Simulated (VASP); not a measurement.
Input of a VASP 6.6.1 run:

Contents of INCAR:

```
SYSTEM = Al
PREC = Accurate
ENCUT = 520
EDIFF = 1E-6
ISMEAR = 0
SIGMA = 0.1
LREAL = .FALSE.
LASPH = .TRUE.
NELM = 80
ALGO = Normal
ISIF = 2
LWAVE = .FALSE.
LCHARG = .FALSE.
LDIPOL = .TRUE.
IDIPOL = 3
DIPOL = 0.5 0.5 0.500
GGA = PS
NBANDS = 22
```

File KPOINTS:

```
regular mesh
0
G
  12 12 1
  0 0 0
```

Contents of POSCAR:

```
Al
1.0
    2.8362844922      0.0000000000      0.0000000000
   -1.4181422461      2.4562944226      0.0000000000
    0.0000000000      0.0000000000     33.3137615421
Al
8
Direct
    0.3333333333      0.6666666667      0.2551498122
    0.0000000000      0.0000000000      0.3251070087
    0.6666666667      0.3333333333      0.3950642052
    0.0000000000      0.0000000000      0.4650214017
    0.3333333333      0.6666666667      0.5344233956
    0.0000000000      0.0000000000      0.6046837207
    0.6666666667      0.3333333333      0.6750222223
    0.0000000000      0.0000000000      0.7464031073
```

Potentials or basis: VASP PAW PBE potentials, release 64 (Al).

Run with:

```bash
$ cat potpaw_PBE.64/Al/POTCAR > POTCAR
$ mpirun -np 1 vasp_std > vasp.out
```

(1) What does it give for the largest force?

(2) Estimate the band gap on the k mesh.

Answers

(1) 0.047 eV/Å.

(2) zero (band 12 reaches 5.01 eV, above the bottom of band 13 at 1.77 eV).

Caveat: the PAW data sets were made with another functional, which shifts forces and pressure a little.
